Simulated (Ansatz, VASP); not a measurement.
One calculation of BeS, two programs

File INCAR:

```
SYSTEM = BeS
PREC = Accurate
ENCUT = 520
EDIFF = 1E-6
ISMEAR = 0
SIGMA = 0.05
LREAL = .FALSE.
LASPH = .TRUE.
NELM = 80
ALGO = Normal
ISIF = 2
LWAVE = .FALSE.
LCHARG = .FALSE.
GGA = PS
NBANDS = 11
```

File KPOINTS:

```
regular mesh
0
G
  10 10 10
  0 0 0
```

Contents of POSCAR:

```
BeS
1.0
    0.0000000000      2.2894329605      2.3641397775
    2.3641397775      0.0000000000      2.3641397775
    2.3641397775      2.2894329605      0.0000000000
Be S
1 1
Direct
    0.0000000000      0.0000000000      0.0000000000
    0.7500000000      0.7500000000      0.7500000000
```

Input for Ansatz:

```yaml
crystal:
  lattice:
    - [0.0, 2.2894329605, 2.3641397775]
    - [2.3641397775, 0.0, 2.3641397775]
    - [2.3641397775, 2.2894329605, 0.0]
  atoms:
    - { symbol: Be, position: [0.0, 0.0, 0.0] }
    - { symbol: S, position: [0.75, 0.75, 0.75] }
basis:
  ecutwfc: 520.0
kpoints:
  mp_grid: { grid: [10, 10, 10] }
hamiltonian:
  xc: pbesol
scf:
  occupations: { method: gaussian, width: 0.05 }
output:
  forces: true
  stress: true
  eigenvalues: true
```

Alike in both runs: task single point; functional PBEsol; k mesh 10 × 10 × 10; occupations gaussian, width 0.05 eV; no spin polarisation.

|  | VASP | Ansatz |
| --- | --- | --- |
| version | VASP 6.6.1 | Ansatz 0.2.0 |
| potentials or method | VASP PAW PBE potentials, release 64 (Be, S), cutoff 520 eV | scalar-relativistic, plane waves, PAW |
| valence electrons in the cell | 8 | 8 |

VASP gave:

```
gap on the k mesh at the Fermi level (eV)                     : 2.36
least direct gap on the mesh (eV)                             : 5.40
pressure (GPa)                                                : 12.0
traceless stress, the component that is largest in VASP (GPa) : 1.98
```

Q: Estimate Ansatz's values.

A: gap on the k mesh at the Fermi level (eV): 2.35; least direct gap on the mesh (eV): 5.37; pressure (GPa): 11.8; traceless stress, the component that is largest in VASP (GPa): 1.99.

VASP's potentials were made for PBE, not for PBEsol. With one functional, cell and mesh, what is left measures potentials, basis and numerics.
